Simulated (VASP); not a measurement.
# LaH3 (Fm-3m) in VASP: further runs

The runs below take LaH3 through single point, with PBEsol+D3(BJ), LDA.

Everything below comes from runs of VASP 6.6.1. Logs are shortened: lines on timing, memory, paths and dates and some standing lists are left out, and cuts for length are marked.

## 1. The cell of the first run

It takes space group Fm-3m (No. 225, cubic). The conventional cell has a = 5.440 Å, b = 5.440 Å, c = 5.440 Å, α = 90.00°, β = 90.00°, γ = 90.00°. La (site symmetry m-3m) has 14 H at 2.36 to 2.72 Å within 3.1 Å. Within 3.1 Å of H (site symmetry m-3m) lie 8 H at 2.36 Å and 6 La at 2.72 Å. Within 3.1 Å of H (site symmetry -43m) lie 4 La at 2.36 Å and 10 H at 2.36 to 2.72 Å.

## 2. Single point, PBEsol+D3(BJ)

The input, INCAR:

```
SYSTEM = LaH3
ALGO = Normal
EDIFF = 1E-6
ENCUT = 520
GGA = PS
ISIF = 2
ISMEAR = -1
IVDW = 12
LASPH = .True.
LCHARG = .False.
LREAL = .False.
LWAVE = .False.
NBANDS = 15
NELM = 80
PREC = Accurate
SIGMA = 0.15
```

The input, KPOINTS:

```
k-points
0
Gamma
  6 6 6
  0 0 0
```

The input, POSCAR:

```
LaH3
1.0
    0.0000000000      2.7199575366      2.7199575366
    2.7199575366      0.0000000000      2.7199575366
    2.7199575366      2.7199575366      0.0000000000
La H
1 3
Direct
    0.0000000000      0.0000000000      0.0000000000
    0.5000000000      0.5000000000      0.5000000000
    0.7500000000      0.7500000000      0.7500000000
    0.2500000000      0.2500000000      0.2500000000
```

Potentials or basis: VASP PAW PBE potentials, release 64 (La, H).

Run with:

```bash
$ cat potpaw_PBE.64/La/POTCAR potpaw_PBE.64/H/POTCAR > POTCAR
$ mpirun -np 1 vasp_std > vasp.out
```

OUTCAR:

```text
SYSTEM = LaH3
   EDIFF = 1E-6
   ENCUT = 520
   GGA = PS
   ISIF = 2
   ISMEAR = -1
   IVDW = 12
   LASPH = .True.
   LREAL = .False.
   NELM = 80
   PREC = Accurate
 IVDW          = 12

 ion  position               nearest neighbor table
   1  0.000  0.000  0.000-
   2  0.500  0.500  0.500-
   3  0.750  0.750  0.750-
   4  0.250  0.250  0.250-

  LATTYP: Found a face centered cubic cell.
 ALAT       =     5.4399150732

  Lattice vectors:

 A1 = (   0.0000000000,   2.7199575366,   2.7199575366)
 A2 = (   2.7199575366,   0.0000000000,   2.7199575366)
 A3 = (   2.7199575366,   2.7199575366,   0.0000000000)

Analysis of symmetry for initial positions (statically):
=====================================================================
 Subroutine PRICEL returns:
 Original cell was already a primitive cell.

 Routine SETGRP: Setting up the symmetry group for a
 face centered cubic supercell.

 Subroutine GETGRP returns: Found 48 space group operations
 (whereof 48 operations were pure point group operations)
 out of a pool of 48 trial point group operations.

The static configuration has the point symmetry O_h .

Analysis of symmetry for dynamics (positions and initial velocities):
=====================================================================
 Subroutine PRICEL returns:
 Original cell was already a primitive cell.

 Routine SETGRP: Setting up the symmetry group for a
 face centered cubic supercell.

 Subroutine GETGRP returns: Found 48 space group operations
 (whereof 48 operations were pure point group operations)
 out of a pool of 48 trial point group operations.

The dynamic configuration has the point symmetry O_h .

 Subroutine INISYM returns: Found 48 space group operations
 (whereof 48 operations are pure point group operations),
 and found     1 'primitive' translations

----------------------------------------------------------------------------------------

                                     Primitive cell

  volume of cell :      40.2454

  direct lattice vectors                    reciprocal lattice vectors
     0.000000000  2.719957537  2.719957537    -0.183826399  0.183826399  0.183826399
     2.719957537  0.000000000  2.719957537     0.183826399 -0.183826399  0.183826399
     2.719957537  2.719957537  0.000000000     0.183826399  0.183826399 -0.183826399

  length of vectors
     3.846600837  3.846600837  3.846600837     0.318396663  0.318396663  0.318396663

  position of ions in fractional coordinates (direct lattice)
     0.000000000  0.000000000  0.000000000
     0.500000000  0.500000000  0.500000000
     0.750000000  0.750000000  0.750000000
     0.250000000  0.250000000  0.250000000

  ion indices of the primitive-cell ions
   primitive index   ion index
                 1           1
                 2           2
                 3           3
                 4           4

----------------------------------------------------------------------------------------

 KPOINTS: k-points

Automatic generation of k-mesh.
 Grid dimensions read from file:
 generate k-points for:    6    6    6

 Generating k-lattice:

  Cartesian coordinates                     Fractional coordinates (reciprocal lattice)
    -0.030637733  0.030637733  0.030637733     0.166666667  0.000000000  0.000000000
     0.030637733 -0.030637733  0.030637733     0.000000000  0.166666667  0.000000000
     0.030637733  0.030637733 -0.030637733     0.000000000  0.000000000  0.166666667

  Length of vectors
     0.053066111  0.053066111  0.053066111

  Shift w.r.t. Gamma in fractional coordinates (k-lattice)
     0.000000000  0.000000000  0.000000000

 Subroutine IBZKPT returns following result:
 ===========================================

 Found     16 irreducible k-points:

 Following reciprocal coordinates:
            Coordinates               Weight
  0.000000  0.000000  0.000000      1.000000
  0.166667  0.000000  0.000000      8.000000
  0.333333  0.000000  0.000000      8.000000
  0.500000  0.000000  0.000000      4.000000
  0.166667  0.166667  0.000000      6.000000
  0.333333  0.166667  0.000000     24.000000
[... 8 lines left out ...]
 -0.333333  0.333333  0.166667     24.000000
 -0.333333  0.500000  0.166667     12.000000
   k-points           NKPTS =     16   k-points in BZ     NKDIM =     16   number of bands    NBANDS=     15
   number of dos      NEDOS =    301   number of ions     NIONS =      4
   total plane-waves  NPLWV =  27000
   dimension x,y,z NGX =    30 NGY =   30 NGZ =   30
   dimension x,y,z NGXF=    60 NGYF=   60 NGZF=   60
   ions per type =               1   3
   NGX,Y,Z   is equivalent  to a cutoff of  12.97, 12.97, 12.97 a.u.
   NGXF,Y,Z  is equivalent  to a cutoff of  25.93, 25.93, 25.93 a.u.
 SYSTEM =  LaH3
   PREC   = accura    normal or accurate (medium, high low for compatibility)
   ISTART =      0    job   : 0-new  1-cont  2-samecut
   ICHARG =      2    charge: 1-file 2-atom 10-const
   ISPIN  =      1    spin polarized calculation?
   LNONCOLLINEAR =      F non collinear calculations
   LSORBIT =      F    spin-orbit coupling
   LASPH  =      T    aspherical Exc in radial PAW
   ENCUT  =  520.0 eV  38.22 Ry    6.18 a.u.   7.15  7.15  7.15*2*pi/ulx,y,z
   NELM   =     80;   NELMIN=  2; NELMDL= -5     # of ELM steps
   EDIFF  = 0.1E-05   stopping-criterion for ELM
   LREAL  =      F    real-space projection
   EDIFFG = 0.1E-04   stopping-criterion for IOM
   NSW    =      0    number of steps for IOM
   IBRION =     -1    ionic relax: 0-MD 1-quasi-New 2-CG
   NFREE  =      0    steps in history (QN), initial steepest desc. (CG)
   ISIF   =      2    stress and relaxation
   ISYM   =      2    0-nonsym 1-usesym 2-fastsym
   POTIM  = 0.5000    time-step for ionic-motion
   TEBEG  =    0.0;   TEEND  =   0.0 temperature during run
   PSTRESS=    0.0 pullay stress
   NELECT =      14.0000    total number of electrons
   NUPDOWN=      -1.0000    fix difference up-down
   EMIN   =  10.00;   EMAX   =-10.00  energy-range for DOS
   EFERMI =   0.00;   METHOD = LEGACY
   ISMEAR =    -1;   SIGMA  =   0.15  broadening in eV -4-tet -1-fermi 0-gaus
   EFERMI_NEDOS =   21; number of points for ismear=-14 and -15
   IALGO  =     38    algorithm
   IMIX   =      4    mixing-type and parameters
     AMIX     =   0.40;   BMIX     =  1.00
     AMIX_MAG =   1.60;   BMIX_MAG =  1.00
  volume/ion in A,a.u.               =      10.06        67.90
  Fermi-wavevector in a.u.,A,eV,Ry     =   1.151362  2.175760 18.036365  1.325635
  Thomas-Fermi vector in A             =   2.288021
   LORBIT       =      0    0 simple, 1 ext, 2 COOP (PROOUT), +10 PAW based schemes
   GGA     = PS    functional components
   LHFCALC =     F    Hartree Fock is set to
   AEXX    =    0.0000 exact exchange contribution
   IVDW    =    12    specifies the selected vdW correction
   LEPSILON=     F    determine dielectric tensor
   LRPA    =     F    only Hartree local field effects (RPA)
 non-spin polarized calculation
  energy-cutoff  :      520.00
  volume of cell :       40.25
 maximum number of plane-waves:      1106
 NGX is ok and might be reduce to    30
   NGX = 15   NGY = 15   NGZ = 15

 number of electron      14.0000000 magnetization

 Free energy of the ion-electron system (eV)
  ---------------------------------------------------
  ext. energy  EPLUGINS =         0.00000000
  ---------------------------------------------------
  free energy    TOTEN  =       -17.69597667 eV

  energy without entropy =      -17.68265851  energy(sigma->0) =      -17.68931759

 E-fermi :   8.0589     XC(G=0): -10.4908

 val. band max:        7.6794862554   @ k =   0.1667   0.0000   0.0000
 cond. band min:       8.4062578344   @ k =   0.5000   0.0000   0.0000
 fundamental gap:      0.7267715791
 Fermi energy:         8.0589359044

 k-point     1 :       0.0000    0.0000    0.0000
  band No.  band energies     occupation
      1     -24.8385      2.00000
      2      -7.9823      2.00000
      3      -7.9823      2.00000
      4      -7.9823      2.00000
      5       0.0729      2.00000
      6       5.2678      2.00000
      7       8.5950      0.05458
      8       8.5950      0.05458
      9       8.5950      0.05458
     10       8.9821      0.00424
     11       9.8314      0.00001
     12       9.8314      0.00001
     13       9.8314      0.00001
     14      10.5619      0.00000
     15      10.5619      0.00000

 k-point     2 :       0.1667    0.0000    0.0000
  band No.  band energies     occupation
      1     -24.7951      2.00000
      2      -8.4147      2.00000
      3      -8.0231      2.00000
      4      -8.0231      2.00000
      5       0.8050      2.00000
      6       4.4620      2.00000
      7       7.6795      1.85239
      8       8.7733      0.01694
      9       8.7733      0.01694
     10       9.7347      0.00003
     11       9.7434      0.00003
     12       9.7434      0.00003
     13      10.5101      0.00000
     14      10.5101      0.00000
     15      10.5664      0.00000

 k-point     3 :       0.3333    0.0000    0.0000
  band No.  band energies     occupation
      1     -24.7065      2.00000
      2      -9.1521      2.00000
      3      -8.1028      2.00000
      4      -8.1028      2.00000
      5       1.9035      2.00000
      6       4.0656      2.00000
      7       6.4575      1.99995
      8       8.6145      0.04808
      9       8.6145      0.04808
     10       9.8502      0.00001
     11       9.8502      0.00001
     12      10.3558      0.00000
     13      10.4457      0.00000
     14      10.4457      0.00000
     15      10.5752      0.00000
[... 199 lines left out ...]
 k-point    15 :      -0.3333    0.3333    0.1667
  band No.  band energies     occupation
      1     -24.6177      2.00000
      2      -9.1364      2.00000
      3      -8.7627      2.00000
      4      -8.3434      2.00000
      5       3.4198      2.00000
      6       3.6310      2.00000
      7       4.2164      2.00000
      8       9.0366      0.00295
      9       9.8149      0.00002
     10       9.9579      0.00001
     11      10.2450      0.00000
     12      10.3751      0.00000
     13      10.4112      0.00000
     14      10.4214      0.00000
     15      11.0119      0.00000

 k-point    16 :      -0.3333    0.5000    0.1667
  band No.  band energies     occupation
      1     -24.6033      2.00000
      2      -9.1780      2.00000
      3      -8.7007      2.00000
      4      -8.4719      2.00000
      5       3.1276      2.00000
      6       3.1570      2.00000
      7       4.6736      2.00000
      8       9.1816      0.00112
      9       9.9583      0.00001
     10      10.0078      0.00000
     11      10.3395      0.00000
     12      10.3628      0.00000
     13      10.3780      0.00000
     14      10.5038      0.00000
     15      11.4545      0.00000

------------------------ aborting loop because EDIFF is reached ----------------------------------------

 Edisp (eV)   -0.75452

 E8    (eV) :    -0.5261

  FORCE on cell =-STRESS in cart. coord.  units (eV):
  Direction    XX          YY          ZZ          XY          YZ          ZX
  --------------------------------------------------------------------------------------
  -------------------------------------------------------------------------------------
  Total      -0.04630    -0.04630    -0.04630    -0.00000    -0.00000     0.00000
  in kB      -1.84330    -1.84330    -1.84330    -0.00000    -0.00000     0.00000
  external pressure =       -1.84 kB  Pullay stress =        0.00 kB

 VOLUME and BASIS-vectors are now :
 -----------------------------------------------------------------------------
  energy-cutoff  :      520.00
  volume of cell :       40.25
      direct lattice vectors                 reciprocal lattice vectors
     0.000000000  2.719957537  2.719957537    -0.183826399  0.183826399  0.183826399
     2.719957537  0.000000000  2.719957537     0.183826399 -0.183826399  0.183826399
     2.719957537  2.719957537  0.000000000     0.183826399  0.183826399 -0.183826399

 POSITION                                       TOTAL-FORCE (eV/Angst)
 -----------------------------------------------------------------------------------
      0.00000      0.00000      0.00000         0.000000     -0.000000     -0.000000
      2.71996      2.71996      2.71996         0.000000     -0.000000     -0.000000
      4.07994      4.07994      4.07994        -0.000000     -0.000000     -0.000000
      1.35998      1.35998      1.35998         0.000000      0.000000      0.000000
 -----------------------------------------------------------------------------------
    total drift:                                0.000000     -0.000000     -0.000000

  FREE ENERGIE OF THE ION-ELECTRON SYSTEM (eV)
  ---------------------------------------------------
  free  energy   TOTEN  =       -18.4504936652 eV

  energy  without entropy=      -18.4371755096  energy(sigma->0) =      -18.44383459
```

Wall time 21 s (1 thread of Intel Xeon Platinum 8375C at 2.90GHz (Ice Lake), shared host); peak memory 0.18 GiB.

What came out:

| Item | Value |
| --- | --- |
| Free energy | -18.4505 eV |
| Pressure | -0.2 GPa |
| Band gap on the k mesh | zero (band 7 reaches 8.60 eV, above the bottom of band 8 at 8.41 eV) |
| Dispersion energy per atom | -0.189 eV |

Caveat: the PAW data sets were made with another functional, which shifts forces and pressure a little; spin-orbit coupling is left out, which moves the levels of the heavy elements; pairwise dispersion overbinds metals, which lowers pressure and volume.

## 3. Single point, LDA

This run uses another cell than the first one, of 10.21 Å³/atom, 1.015 times its volume.

The input, INCAR:

```
ALGO = Normal ; EDIFF = 1E-6
ENCUT = 520 ; ISIF = 2
ISMEAR = -1 ; LASPH = T
LCHARG = F ; LREAL = F
LWAVE = F ; NBANDS = 15
NELM = 60 ; PREC = Accurate
SIGMA = 0.15
```

The input, KPOINTS:

```
k-points
0
Gamma
  6 6 6
```

The input, POSCAR:

```
LaH3
1.0
    0.0000000000      2.7336209361      2.7336209361
    2.7336209361      0.0000000000      2.7336209361
    2.7336209361      2.7336209361      0.0000000000
La H
1 3
Direct
    0.0000000000      0.0000000000      0.0000000000
    0.5000000000      0.5000000000      0.5000000000
    0.7500000000      0.7500000000      0.7500000000
    0.2500000000      0.2500000000      0.2500000000
```

Potentials or basis: VASP PAW LDA potentials, release 64 (La, H).

Run with:

```bash
$ cat potpaw_LDA.64/La/POTCAR potpaw_LDA.64/H/POTCAR > POTCAR
$ mpirun -np 1 vasp_std > vasp.out
```

Wall time 11 s (1 thread of Intel Xeon Platinum 8375C at 2.90GHz (Ice Lake), shared host); peak memory 0.16 GiB.

The run converged. Its results:

| Property | Result |
| --- | --- |
| Free energy | -18.6242 eV |
| Pressure | -0.1 GPa |
| Band gap on the k mesh | zero (band 7 reaches 8.37 eV, above the bottom of band 8 at 8.19 eV) |

Levels at points of the mesh, in eV from the Fermi level:
```tsv
k point	band 5	band 6	band 7	band 8	band 9	band 10
(0.00, 0.00, 0.00)	-7.90	-2.73	0.55	0.55	0.55	0.97
(0.50, 0.00, 0.00)	-5.91	-3.58	-1.88	0.36	0.36	1.64
(0.50, 0.50, 0.00)	-5.52	-5.40	-2.55	1.63	1.63	1.75
```

Caveat: spin-orbit coupling is left out, which moves the levels of the heavy elements.
